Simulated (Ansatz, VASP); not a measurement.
# CoSi2: VASP beside Ansatz

INCAR

```
SYSTEM = CoSi2
PREC = Accurate
ENCUT = 520
EDIFF = 1E-7
ISMEAR = 0
SIGMA = 0.15
LREAL = .FALSE.
LASPH = .TRUE.
NELM = 60
ALGO = Normal
ISIF = 2
LWAVE = .FALSE.
LCHARG = .FALSE.
GGA = PS
NBANDS = 16
```

KPOINTS

```
Automatic mesh
0
G
  18 18 18
  0 0 0
```

File POSCAR:

```
CoSi2
1.0
    0.0000000000      2.3204515793      3.4806773690
    2.3204515793      0.0000000000      3.4806773690
    2.3204515793      2.3204515793      0.0000000000
Co Si
1 2
Direct
    0.0000000000      0.0000000000      0.0000000000
    0.2500000000      0.2500000000      0.2500000000
    0.7500000000      0.7500000000      0.7500000000
```

Input for Ansatz:

```yaml
crystal:
  lattice:
    - [0.0, 2.3204515793, 3.480677369]
    - [2.3204515793, 0.0, 3.480677369]
    - [2.3204515793, 2.3204515793, 0.0]
  atoms:
    - { symbol: Co, position: [0.0, 0.0, 0.0] }
    - { symbol: Si, position: [0.25, 0.25, 0.25] }
    - { symbol: Si, position: [0.75, 0.75, 0.75] }
basis:
  ecutwfc: 420
kpoints:
  mp_grid: { grid: [18, 18, 18] }
hamiltonian:
  xc: pbesol
scf:
  occupations: { method: gaussian, width: 0.15 }
output:
  forces: true
  stress: true
  eigenvalues: true
```

Alike in both runs: task single point; functional PBEsol; k mesh 18 × 18 × 18; occupations gaussian, width 0.15 eV; no spin polarisation.

|  | VASP | Ansatz |
| --- | --- | --- |
| version | VASP 6.6.1 | Ansatz 0.2.0 |
| potentials or method | VASP PAW PBE potentials, release 64 (Co, Si), cutoff 520 eV | scalar-relativistic, plane waves, PAW |
| valence electrons in the cell | 17 | 25 |

|  | VASP | Ansatz | Ansatz less VASP |
| --- | --- | --- | --- |
| gap on the k mesh at the Fermi level (eV) | none | none | - |
| pressure (GPa) | 9.0 | 8.7 | -0.22 |
| traceless stress, the component that is largest in VASP (GPa) | -33.71 | -33.86 | -0.149 |

VASP's potentials were made for PBE, not for PBEsol. A gap of «none» marks a metal or a gap that the smearing closes. VASP's potentials hold 17 valence electrons a cell and Ansatz's 25, so a difference there can come from the potentials and not from the codes.
